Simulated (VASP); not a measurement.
# KI (Pm-3m) in VASP: further runs, part 2 of 2

VASP 6.6.1.

## Step 4: Single point, LDA

Input file INCAR:

```
SYSTEM = KI
PREC     = Accurate       ! precision mode
ENCUT    = 500            ! plane-wave cutoff, eV
EDIFF    = 1E-6           ! SCF threshold, eV
ISMEAR   = 0              ! smearing method
SIGMA    = 0.01           ! smearing width, eV
LREAL    = .FALSE.        ! projectors in reciprocal space
LASPH    = .TRUE.         ! aspherical terms in the spheres
NELM     = 120            ! most SCF steps
ALGO     = Normal         ! electronic algorithm
ISIF     = 2              ! what is computed and relaxed
LWAVE    = .FALSE.        ! write WAVECAR
LCHARG   = .FALSE.        ! write CHGCAR
GGA      = CA             ! functional
NBANDS   = 15             ! bands
GGA_COMPAT= .FALSE.
```

Input file KPOINTS:

```
regular mesh
0
G
  2 2 2
  0 0 0
```

Input file POSCAR:

```
KI
1.0
    4.2910851346      0.0000000000      0.0000000000
    0.0000000000      4.2910851346      0.0000000000
    0.0000000000      0.0000000000      4.2910851346
K I
1 1
Direct
    0.0000000000      0.0000000000      0.0000000000
    0.5000000000      0.5000000000      0.5000000000
```

Potentials or basis: VASP PAW LDA potentials, release 64 (K_sv, I).

Launch:

```console
$ cat potpaw_LDA.64/K_sv/POTCAR potpaw_LDA.64/I/POTCAR > POTCAR
$ mpirun -np 1 vasp_std > vasp.out
```

OUTCAR:

```text
SYSTEM = KI
   PREC = Accurate
   ENCUT = 500
   EDIFF = 1E-6
   ISMEAR = 0
   LREAL = .FALSE.
   LASPH = .TRUE.
   NELM = 120
   ISIF = 2
   GGA = CA

 ion  position               nearest neighbor table
   1  0.000  0.000  0.000-
   2  0.500  0.500  0.500-

  LATTYP: Found a simple cubic cell.
 ALAT       =     4.2910851346

  Lattice vectors:

 A1 = (   4.2910851346,   0.0000000000,   0.0000000000)
 A2 = (   0.0000000000,   4.2910851346,   0.0000000000)
[... 234 lines left out ...]

------------------------ aborting loop because EDIFF is reached ----------------------------------------

  FORCE on cell =-STRESS in cart. coord.  units (eV):
  Direction    XX          YY          ZZ          XY          YZ          ZX
  --------------------------------------------------------------------------------------
  -------------------------------------------------------------------------------------
  Total        0.1176450      0.1176450      0.1176450     -0.0000000     -0.0000000     -0.0000000
  in kB        2.3855179      2.3855179      2.3855179     -0.0000000     -0.0000000     -0.0000000
  external PRESSURE =       2.3855179 kB  Pullay stress =       0.0000000 kB

 VOLUME and BASIS-vectors are now :
 -----------------------------------------------------------------------------
  energy-cutoff  :      500.00
  volume of cell :       79.01
      direct lattice vectors                 reciprocal lattice vectors
     4.291085135  0.000000000  0.000000000     0.233041286  0.000000000  0.000000000
     0.000000000  4.291085135  0.000000000     0.000000000  0.233041286  0.000000000
     0.000000000  0.000000000  4.291085135     0.000000000  0.000000000  0.233041286

 POSITION                                       TOTAL-FORCE (eV/Angst)
 -----------------------------------------------------------------------------------
      0.00000      0.00000      0.00000         0.000000      0.000000      0.000000
      2.14554      2.14554      2.14554         0.000000      0.000000      0.000000
 -----------------------------------------------------------------------------------
    total drift:                                0.000000      0.000000     -0.000000

  FREE ENERGIE OF THE ION-ELECTRON SYSTEM (eV)
  ---------------------------------------------------
  free  energy   TOTEN  =        -5.6006474106 eV

  energy  without entropy=       -5.6006474106  energy(sigma->0) =       -5.60064741
```

OSZICAR:

```text
N       E                     dE             d eps       ncg     rms          rms(c)
DAV:   1     0.910855863627E+02    0.91086E+02   -0.65650E+03   120   0.896E+02
DAV:   2    -0.706928802043E+00   -0.91793E+02   -0.81246E+02   162   0.228E+02
DAV:   3    -0.557870507005E+01   -0.48718E+01   -0.48205E+01   162   0.423E+01
DAV:   4    -0.579422340117E+01   -0.21552E+00   -0.21544E+00   187   0.900E+00
DAV:   5    -0.579780884808E+01   -0.35854E-02   -0.35853E-02   177   0.974E-01    0.277E+00
DAV:   6    -0.564416850175E+01    0.15364E+00   -0.10889E-01   127   0.198E+00    0.205E+00
DAV:   7    -0.560114620382E+01    0.43022E-01   -0.11502E-01   134   0.180E+00    0.924E-01
DAV:   8    -0.560081191215E+01    0.33429E-03   -0.15940E-02   155   0.859E-01    0.211E-01
DAV:   9    -0.560062963149E+01    0.18228E-03   -0.87526E-04   155   0.178E-01    0.840E-02
DAV:  10    -0.560064606015E+01   -0.16429E-04   -0.16576E-04   164   0.643E-02    0.112E-02
DAV:  11    -0.560064751783E+01   -0.14577E-05   -0.47404E-06   148   0.139E-02    0.107E-02
DAV:  12    -0.560064741059E+01    0.10723E-06   -0.27853E-07   116   0.334E-03
   1 F= -.56006474E+01 E0= -.56006474E+01  d E =-.466288E-23
```

Wall time 8.2 s (1 thread of AMD EPYC 7R13, shared host); peak memory 0.12 GiB.

What came out:

```yaml
Free_energy: -5.6006 eV
Pressure: 0.2 GPa
Band_gap_on_the_k_mesh: 2.85 eV, indirect (least direct gap 3.23 eV)
```

Levels at points of the mesh, in eV from the valence-band top:
```csv
k point,band 4,band 5,band 6,band 7,band 8,band 9,band 10,band 11,band 12,band 13
"(0.00, 0.00, 0.00)",-12.97,-11.19,-0.38,-0.38,-0.38,2.85,4.37,4.37,8.02,8.02
"(0.50, 0.00, 0.00)",-12.96,-10.88,-2.43,-0.31,-0.31,5.08,5.70,6.64,6.82,8.27
"(0.50, 0.50, 0.00)",-12.95,-10.83,-1.79,-1.79,0.00,3.47,5.32,6.43,6.43,8.61
"(0.50, 0.50, 0.50)",-13.04,-10.65,-1.74,-1.74,-1.74,5.25,5.25,5.25,8.47,8.47
```

Caveat: the k points lie up to 0.73 Å⁻¹ apart; spin-orbit coupling is left out, which moves the levels of the heavy elements.

## Step 5: Single point, HSE06

POSCAR is that of step 4.

Input file INCAR.step1:

```
ALGO = Normal
EDIFF = 1E-5
ENCUT = 400
GGA = PE
GGA_COMPAT = False
ISIF = 2
ISMEAR = 0
LASPH = True
LCHARG = False
LREAL = False
LWAVE = True
NBANDS = 15
NELM = 120
PREC = Accurate
SIGMA = 0.01
```

Input file INCAR.step2:

```
ALGO = Normal
EDIFF = 1E-6
ENCUT = 400
GGA = PE
GGA_COMPAT = False
HFSCREEN = 0.2079
ISIF = 2
ISMEAR = 0
ISTART = 1
LASPH = True
LCHARG = False
LHFCALC = True
LREAL = False
LWAVE = False
NBANDS = 15
NELM = 120
PREC = Accurate
PRECFOCK = Normal
SIGMA = 0.01
```

Input file KPOINTS:

```
k-points
0
Gamma
  2 2 2
```

Potentials or basis: VASP PAW PBE potentials, release 64 (K_sv, I).

Launch:

```console
$ cat potpaw_PBE.64/K_sv/POTCAR potpaw_PBE.64/I/POTCAR > POTCAR
$ cp INCAR.step1 INCAR
$ mpirun -np 1 vasp_std > vasp.out
$ cp INCAR.step2 INCAR
$ mpirun -np 1 vasp_std > vasp.out
```

Wall time 75 s (1 thread of AMD EPYC 7R13, shared host); peak memory 0.24 GiB.

It converged, with:

```
Free energy            : -5.9172 eV
Pressure               : 1.9 GPa
Band gap on the k mesh : 4.32 eV, indirect (least direct gap 4.71 eV)
```

Levels at points of the mesh, in eV from the valence-band top:
| k point | band 4 | band 5 | band 6 | band 7 | band 8 | band 9 | band 10 | band 11 | band 12 | band 13 |
| --- | --- | --- | --- | --- | --- | --- | --- | --- | --- | --- |
| (0.00, 0.00, 0.00) | -14.05 | -12.00 | -0.39 | -0.39 | -0.39 | 4.32 | 5.78 | 5.78 | 9.70 | 9.70 |
| (0.50, 0.00, 0.00) | -14.04 | -11.68 | -2.39 | -0.30 | -0.30 | 6.51 | 7.32 | 8.12 | 8.19 | 9.79 |
| (0.50, 0.50, 0.00) | -14.03 | -11.61 | -1.80 | -1.80 | 0.00 | 4.85 | 6.80 | 7.94 | 7.94 | 10.19 |
| (0.50, 0.50, 0.50) | -14.11 | -11.42 | -1.74 | -1.74 | -1.74 | 6.58 | 6.58 | 6.58 | 10.24 | 10.24 |

Caveat: the k points lie up to 0.73 Å⁻¹ apart; the PAW data sets were made with another functional, which shifts forces and pressure a little; spin-orbit coupling is left out, which moves the levels of the heavy elements. A k mesh can miss the band edges.

## Step 6: The runs side by side

```csv
level,potentials or basis,k mesh,cutoff (eV),smearing,grid for exact exchange (PRECFOCK),screening parameter,gap on the mesh (eV),pressure (GPa)
HSE06,"VASP PAW PBE potentials, release 64 (K_sv, I)",4 × 4 × 4,520,methfessel-paxton 0.2 eV,Normal,0.2079 1/Å,4.29,0.3
PBE,"VASP PAW PBE potentials, release 64 (K_sv, I)",2 × 2 × 2,500,gaussian 0.01 eV,-,-,3.23,2.4
LDA,"VASP PAW LDA potentials, release 64 (K_sv, I)",2 × 2 × 2,500,gaussian 0.01 eV,-,-,2.85,0.2
HSE06,"VASP PAW PBE potentials, release 64 (K_sv, I)",2 × 2 × 2,400,gaussian 0.01 eV,Normal,0.2079 1/Å,4.32,1.9
```

Alike in all rows: task single point; no spin polarisation; cell as given.

Caveats: some runs use coarse meshes; spin-orbit coupling is left out, which moves the levels of the heavy elements; the PAW data sets were made with another functional, which shifts forces and pressure a little (some runs).

Absolute energies hang on the potentials; compare differences alone.
